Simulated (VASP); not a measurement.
# Si12CN16 (a cell with a defect) (C interstitial hop between voids) in VASP: single point with PBE

Aim: the single point of Si12CN16 (a cell with a defect) (C interstitial hop between voids) with PBE.

All numbers are computed with VASP 6.6.1; they aren't measurements. Logs are shortened: lines on timing, memory, paths and dates and some standing lists are left out, and cuts for length are marked.

## (1) The cell of the first run

The cell holds a defect, 29 atoms: a = 7.663 Å, b = 7.663 Å, c = 5.852 Å, α = 90.00°, β = 90.00°, γ = 120.00°.

## (2) Single point, PBE

The input, INCAR:

```
SYSTEM = Si12CN16
  PREC = Accurate
  ENCUT = 520
  EDIFF = 1E-6
  ISMEAR = -1
  SIGMA = 0.01
  LREAL = Auto
  LASPH = .TRUE.
  NELM = 80
  ALGO = Normal
  ISIF = 2
  LWAVE = .FALSE.
  LCHARG = .TRUE.
  GGA = PE
  LELF = .TRUE.
  LVHAR = .TRUE.
  NBANDS = 86
```

The input, KPOINTS:

```
regular mesh
0
G
  1 1 1
  0 0 0
```

The input, POSCAR:

```
Si12CN16
1.0
    7.6633883300      0.0000000000      0.0000000000
   -3.8316941700      6.6366889800      0.0000000000
    0.0000000000      0.0000000000      5.8522780000
Si N C
12 16 1
Direct
    0.2320451743      0.8235415305      0.3782783388
    0.4059187622      0.2248527850      0.1271979903
    0.8265138532      0.5973114021      0.1283339582
    0.1829031229      0.4075509653      0.3783398533
    0.5943645639      0.7684868186      0.3782906417
    0.7749953326      0.1864765704      0.1437747831
    0.2271282553      0.8116339362      0.8782472398
    0.4058804261      0.2248473606      0.6294183222
    0.8264868889      0.5973169772      0.6282213524
    0.1518346353      0.3592556480      0.8786023152
    0.5806635197      0.7466188358      0.8782267350
    0.7749480613      0.1863718495      0.6129843798
    0.3365019200      0.6667830922      0.3783301135
    0.6672763364      0.3343465404      0.1329755695
    0.9679652307      0.6803451260      0.3783061912
    0.3031807976      0.9617999305      0.1241834376
    0.6686226650      0.7006746910      0.1299295761
    0.3245772834      0.2843963316      0.3782933757
    0.0320673240      0.3355448789      0.1440587751
    0.6932738499      0.0299673528      0.3783782999
    0.3234042558      0.6489482953      0.8783415620
    0.6673175439      0.3342721057      0.6237562535
    0.9641520908      0.6563759449      0.8782424553
    0.3032876186      0.9618118341      0.6323479507
    0.6682649982      0.7002618345      0.6265457656
    0.3570573643      0.3118307949      0.8783395116
    0.0321282412      0.3350244386      0.6129238905
    0.7499198327      0.0401858518      0.8784283658
   -0.0444769424      0.0715456158     -0.1227612564
```

Potentials or basis: VASP PAW PBE potentials, release 64 (Si, N, C).

Command:

```bash
> cat potpaw_PBE.64/Si/POTCAR potpaw_PBE.64/N/POTCAR potpaw_PBE.64/C/POTCAR > POTCAR
> mpirun -np 1 vasp_gam > vasp.out
```

OUTCAR:

```text
SYSTEM = Si12CN16
   PREC = Accurate
   ENCUT = 520
   EDIFF = 1E-6
   ISMEAR = -1
   LREAL = Auto
   LASPH = .TRUE.
   NELM = 80
   ISIF = 2
   GGA = PE

 ion  position               nearest neighbor table
   1  0.232  0.824  0.378-  13 1.75  24 1.75  16 1.75  15 1.75   7 2.93   7 2.93   5 3.01   4 3.02
                             2 3.05   8 3.05   3 3.07   9 3.07
   2  0.406  0.225  0.127-  26 1.72  14 1.74  18 1.74  16 1.76   8 2.91   8 2.94   6 2.99  10 3.00
                             1 3.05   3 3.06   4 3.07   7 3.11
   3  0.827  0.597  0.128-  23 1.73  15 1.74  17 1.75  14 1.76   9 2.93   9 2.93   6 2.97  11 3.03
                             7 3.04   2 3.06   5 3.06   1 3.07
   4  0.183  0.408  0.378-  19 1.70  27 1.70  13 1.73  18 1.76  10 2.94  10 2.95   5 2.98   1 3.02
                             6 3.04  12 3.04   8 3.07   2 3.07
   5  0.594  0.768  0.378-  13 1.72  25 1.73  17 1.73  20 1.75  11 2.93  11 2.93   4 2.98   1 3.01
                             9 3.06   3 3.06  12 3.10   6 3.10
   6  0.775  0.186  0.144-  14 1.70  19 1.71  20 1.72  28 1.87  29 2.52  12 2.75  10 2.95   3 2.97
                             2 2.99   4 3.04   5 3.10  12 3.11
   7  0.227  0.812  0.878-  21 1.74  24 1.75  16 1.75  23 1.75   1 2.93   1 2.93  11 2.99   9 3.04
                             3 3.04   8 3.11   2 3.11
   8  0.406  0.225  0.629-  26 1.72  22 1.74  18 1.74  24 1.76   2 2.91   2 2.94  12 2.99  10 3.00
                             1 3.05   9 3.06   4 3.07   7 3.11
   9  0.826  0.597  0.628-  23 1.73  15 1.74  25 1.75  22 1.76   3 2.93   3 2.93  12 2.97  11 3.03
                             7 3.04   8 3.06   5 3.06   1 3.07
  10  0.152  0.359  0.879-  19 1.77  27 1.77  26 1.78  21 1.93  29 1.95   4 2.94   4 2.95   6 2.95
                            12 2.95   2 3.00   8 3.00  11 3.14
  11  0.581  0.747  0.878-  21 1.72  25 1.73  17 1.73  28 1.96   5 2.93   5 2.93   7 2.99   9 3.03
                             3 3.03  10 3.14
  12  0.775  0.186  0.613-  22 1.70  27 1.71  20 1.72  28 1.87  29 2.51   6 2.75  10 2.95   9 2.97
                             8 2.99   4 3.04   5 3.10   6 3.11
  13  0.337  0.667  0.378-   5 1.72   4 1.73   1 1.75
  14  0.667  0.334  0.133-   6 1.70   2 1.74   3 1.76
  15  0.968  0.680  0.378-   9 1.74   3 1.74   1 1.75
  16  0.303  0.962  0.124-   1 1.75   7 1.75   2 1.76
  17  0.669  0.701  0.130-  11 1.73   5 1.73   3 1.75
  18  0.325  0.284  0.378-   2 1.74   8 1.74   4 1.76
  19  0.032  0.336  0.144-   4 1.70   6 1.71  10 1.77
  20  0.693  0.030  0.378-  12 1.72   6 1.72   5 1.75
  21  0.323  0.649  0.878-  11 1.72   7 1.74  10 1.93
  22  0.667  0.334  0.624-  12 1.70   8 1.74   9 1.76
  23  0.964  0.656  0.878-   9 1.73   3 1.73   7 1.75
  24  0.303  0.962  0.632-   1 1.75   7 1.75   8 1.76
  25  0.668  0.700  0.627-  11 1.73   5 1.73   9 1.75
  26  0.357  0.312  0.878-   2 1.72   8 1.72  10 1.78
  27  0.032  0.335  0.613-   4 1.70  12 1.71  10 1.77
  28  0.750  0.040  0.878-  29 1.47   6 1.87  12 1.87  11 1.96
  29  0.956  0.072  0.877-  28 1.47  10 1.95  12 2.51   6 2.52

  LATTYP: Found a hexagonal cell.
 ALAT       =     7.6633883300
 C/A-ratio  =     0.7636671597

  Lattice vectors:

 A1 = (   7.6633883300,   0.0000000000,   0.0000000000)
 A2 = (  -3.8316941700,   6.6366889800,   0.0000000000)
 A3 = (   0.0000000000,   0.0000000000,   5.8522780000)

Analysis of symmetry for initial positions (statically):
=====================================================================
 Subroutine PRICEL returns:
 Original cell was already a primitive cell.

 Routine SETGRP: Setting up the symmetry group for a
 hexagonal supercell.

 Subroutine GETGRP returns: Found  1 space group operations
 (whereof  1 operations were pure point group operations)
 out of a pool of 24 trial point group operations.

The static configuration has the point symmetry C_1 .

Analysis of symmetry for dynamics (positions and initial velocities):
=====================================================================
 Subroutine PRICEL returns:
 Original cell was already a primitive cell.

 Routine SETGRP: Setting up the symmetry group for a
 hexagonal supercell.

 Subroutine GETGRP returns: Found  1 space group operations
 (whereof  1 operations were pure point group operations)
 out of a pool of 24 trial point group operations.

The dynamic configuration has the point symmetry C_1 .

 Subroutine INISYM returns: Found  1 space group operations
 (whereof  1 operations are pure point group operations),
 and found     1 'primitive' translations

----------------------------------------------------------------------------------------

                                     Primitive cell

  volume of cell :     297.6441

  direct lattice vectors                    reciprocal lattice vectors
     7.663388330  0.000000000  0.000000000     0.130490582  0.075338772  0.000000000
    -3.831694170  6.636688980  0.000000000     0.000000000  0.150677545  0.000000000
     0.000000000  0.000000000  5.852278000     0.000000000  0.000000000  0.170873632

  length of vectors
     7.663388330  7.663388339  5.852278000     0.150677545  0.150677545  0.170873632

  position of ions in fractional coordinates (direct lattice)
     0.232045174  0.823541531  0.378278339
     0.405918762  0.224852785  0.127197990
     0.826513853  0.597311402  0.128333958
     0.182903123  0.407550965  0.378339853
     0.594364564  0.768486819  0.378290642
     0.774995333  0.186476570  0.143774783
[... 21 lines left out ...]
     0.749919833  0.040185852  0.878428366
     0.955523058  0.071545616  0.877238744

  ion indices of the primitive-cell ions
   primitive index   ion index
                 1           1
                 2           2
                 3           3
                 4           4
                 5           5
                 6           6
[... 21 lines left out ...]
                28          28
                29          29

----------------------------------------------------------------------------------------

 KPOINTS: regular mesh

Automatic generation of k-mesh.
 Grid dimensions read from file:
 generate k-points for:    1    1    1

 Generating k-lattice:

  Cartesian coordinates                     Fractional coordinates (reciprocal lattice)
     0.130490582  0.075338772  0.000000000     1.000000000  0.000000000  0.000000000
     0.000000000  0.150677545  0.000000000     0.000000000  1.000000000  0.000000000
     0.000000000  0.000000000  0.170873632     0.000000000  0.000000000  1.000000000

  Length of vectors
     0.150677545  0.150677545  0.170873632

  Shift w.r.t. Gamma in fractional coordinates (k-lattice)
     0.000000000  0.000000000  0.000000000

 Subroutine IBZKPT returns following result:
 ===========================================

 Found      1 irreducible k-points:

 Following reciprocal coordinates:
            Coordinates               Weight
  0.000000  0.000000  0.000000      1.000000
   k-points           NKPTS =      1   k-points in BZ     NKDIM =      1   number of bands    NBANDS=     86
   number of dos      NEDOS =    301   number of ions     NIONS =     29
   total plane-waves  NPLWV = 172800
   dimension x,y,z NGX =    60 NGY =   60 NGZ =   48
   dimension x,y,z NGXF=   120 NGYF=  120 NGZF=   96
   ions per type =              12  16   1
   NGX,Y,Z   is equivalent  to a cutoff of  13.02, 13.02, 13.64 a.u.
   NGXF,Y,Z  is equivalent  to a cutoff of  26.03, 26.03, 27.27 a.u.
 SYSTEM =  Si12CN16
   PREC   = accura    normal or accurate (medium, high low for compatibility)
   ISTART =      0    job   : 0-new  1-cont  2-samecut
   ICHARG =      2    charge: 1-file 2-atom 10-const
   ISPIN  =      1    spin polarized calculation?
   LNONCOLLINEAR =      F non collinear calculations
   LSORBIT =      F    spin-orbit coupling
   LASPH  =      T    aspherical Exc in radial PAW
   ENCUT  =  520.0 eV  38.22 Ry    6.18 a.u.  14.25 14.25 10.88*2*pi/ulx,y,z
   NELM   =     80;   NELMIN=  2; NELMDL= -5     # of ELM steps
   EDIFF  = 0.1E-05   stopping-criterion for ELM
   LREAL  =      T    real-space projection
   EDIFFG = 0.1E-04   stopping-criterion for IOM
   NSW    =      0    number of steps for IOM
   IBRION =     -1    ionic relax: 0-MD 1-quasi-New 2-CG
   NFREE  =      0    steps in history (QN), initial steepest desc. (CG)
   ISIF   =      2    stress and relaxation
   ISYM   =      2    0-nonsym 1-usesym 2-fastsym
   POTIM  = 0.5000    time-step for ionic-motion
   TEBEG  =    0.0;   TEEND  =   0.0 temperature during run
   PSTRESS=    0.0 pullay stress
   NELECT =     132.0000    total number of electrons
   NUPDOWN=      -1.0000    fix difference up-down
   EMIN   =  10.00;   EMAX   =-10.00  energy-range for DOS
   EFERMI =   0.00;   METHOD = LEGACY
   ISMEAR =    -1;   SIGMA  =   0.01  broadening in eV -4-tet -1-fermi 0-gaus
   EFERMI_NEDOS =   21; number of points for ismear=-14 and -15
   IALGO  =     38    algorithm
   IMIX   =      4    mixing-type and parameters
     AMIX     =   0.40;   BMIX     =  1.00
     AMIX_MAG =   1.60;   BMIX_MAG =  1.00
  volume/ion in A,a.u.               =      10.26        69.26
  Fermi-wavevector in a.u.,A,eV,Ry     =   1.248438  2.359206 21.206013  1.558598
  Thomas-Fermi vector in A             =   2.382525
   LORBIT       =      0    0 simple, 1 ext, 2 COOP (PROOUT), +10 PAW based schemes
   GGA     = PE    functional components
   LHFCALC =     F    Hartree Fock is set to
   AEXX    =    0.0000 exact exchange contribution
   IVDW    =     0    specifies the selected vdW correction
   LEPSILON=     F    determine dielectric tensor
   LRPA    =     F    only Hartree local field effects (RPA)
 non-spin polarized calculation
  energy-cutoff  :      520.00
  volume of cell :      297.64
 maximum number of plane-waves:      3980
 NGX is ok and might be reduce to    60
   NGX = 29   NGY = 29   NGZ = 21

 number of electron     131.9999997 magnetization

 Free energy of the ion-electron system (eV)
  ---------------------------------------------------
  ext. energy  EPLUGINS =         0.00000000
  ---------------------------------------------------
  free energy    TOTEN  =      -227.18846498 eV

  energy without entropy =     -227.18846498  energy(sigma->0) =     -227.18846498

 E-fermi :   8.2866     XC(G=0): -10.9130

 val. band max:        7.9970118031   @ k =   0.0000   0.0000   0.0000
 cond. band min:       9.1159077002   @ k =   0.0000   0.0000   0.0000
 fundamental gap:      1.1188958971
 Fermi energy:         8.2866027679

 k-point     1 :       0.0000    0.0000    0.0000
  band No.  band energies     occupation
      1     -11.7599      2.00000
      2     -10.6538      2.00000
      3      -9.9002      2.00000
      4      -9.4471      2.00000
      5      -9.1943      2.00000
      6      -9.1627      2.00000
[... 70 lines left out ...]
     77      12.3360      0.00000
     78      13.1205      0.00000
 [bands above 78 left out]

------------------------ aborting loop because EDIFF is reached ----------------------------------------

  FORCE on cell =-STRESS in cart. coord.  units (eV):
  Direction    XX          YY          ZZ          XY          YZ          ZX
  --------------------------------------------------------------------------------------
  -------------------------------------------------------------------------------------
  Total       -0.0733549    -11.2344671     31.1821909     -2.8334369      0.0646969      0.0110275
  in kB       -0.3948595    -60.4735983    167.8494650    -15.2520028      0.3482548      0.0593594
  external PRESSURE =      35.6603357 kB  Pullay stress =       0.0000000 kB

 VOLUME and BASIS-vectors are now :
 -----------------------------------------------------------------------------
  energy-cutoff  :      520.00
  volume of cell :      297.64
      direct lattice vectors                 reciprocal lattice vectors
     7.663388330  0.000000000  0.000000000     0.130490582  0.075338772  0.000000000
    -3.831694170  6.636688980  0.000000000     0.000000000  0.150677545  0.000000000
     0.000000000  0.000000000  5.852278000     0.000000000  0.000000000  0.170873632

 POSITION                                       TOTAL-FORCE (eV/Angst)
 -----------------------------------------------------------------------------------
     -1.37731      5.46559      2.21379        -0.003778     -0.001352      0.000497
      2.24915      1.49228      0.74440         0.004136      0.000051      0.000131
      4.04518      3.96417      0.75105        -0.001648      0.003830      0.001893
     -0.15995      2.70479      2.21415        -0.000688     -0.003850     -0.000155
      1.61024      5.10021      2.21386         0.009264      0.008677     -0.000290
      5.22457      1.23759      0.84141         0.005448     -0.004747      0.000538
[... 21 lines left out ...]
      5.59295      0.26670      5.14081        -0.081295     -0.007728     -0.000071
      7.04840      0.47483      5.13384         0.086524     -0.002233     -0.018901
 -----------------------------------------------------------------------------------
    total drift:                                0.003395      0.005381     -0.009402

  FREE ENERGIE OF THE ION-ELECTRON SYSTEM (eV)
  ---------------------------------------------------
  free  energy   TOTEN  =      -227.1884649833 eV

  energy  without entropy=     -227.1884649833  energy(sigma->0) =     -227.18846498
```

It took 87 s on 1 thread of AMD EPYC 7R13 (Zen 3), shared host; peak memory 0.36 GiB.

Results:

```yaml
Free_energy: -227.1885 eV
Pressure: 3.6 GPa
Largest_force: 0.089 eV/Å
Band_gap_on_the_k_mesh: 1.12 eV
```

Forces on the atoms (eV/Å):
```
Si  -0.004 -0.001  0.000
Si   0.004  0.000  0.000
Si  -0.002  0.004  0.002
Si  -0.001 -0.004  0.000
Si   0.009  0.009  0.000
Si   0.005 -0.005  0.001
Si  -0.009  0.007  0.001
Si   0.004  0.000  0.000
Si  -0.001  0.004  0.001
Si   0.000  0.011  0.000
Si   0.016  0.001 -0.001
Si   0.002 -0.003 -0.002
N    0.001 -0.008  0.003
N   -0.008  0.000  0.001
N    0.002 -0.004  0.000
N   -0.006  0.000  0.000
N    0.001  0.005  0.006
N   -0.006  0.005  0.001
N    0.010 -0.002  0.002
N    0.003 -0.009  0.000
N   -0.011 -0.005  0.002
N   -0.009  0.001  0.001
N    0.000  0.006  0.001
N   -0.003  0.000  0.002
N    0.000  0.003 -0.005
N   -0.008 -0.007  0.003
N    0.005  0.002  0.000
N   -0.081 -0.008  0.000
C    0.087 -0.002 -0.019
```

Levels at points of the mesh, in eV from the valence-band top:
```
           k point  band 63  band 64  band 65  band 66  band 67  band 68  band 69  band 70
(0.00, 0.00, 0.00)    -1.74    -1.63    -1.08     0.00     1.12     2.86     3.02     3.38
```

Caveat: the k points lie up to 1.07 Å⁻¹ apart.
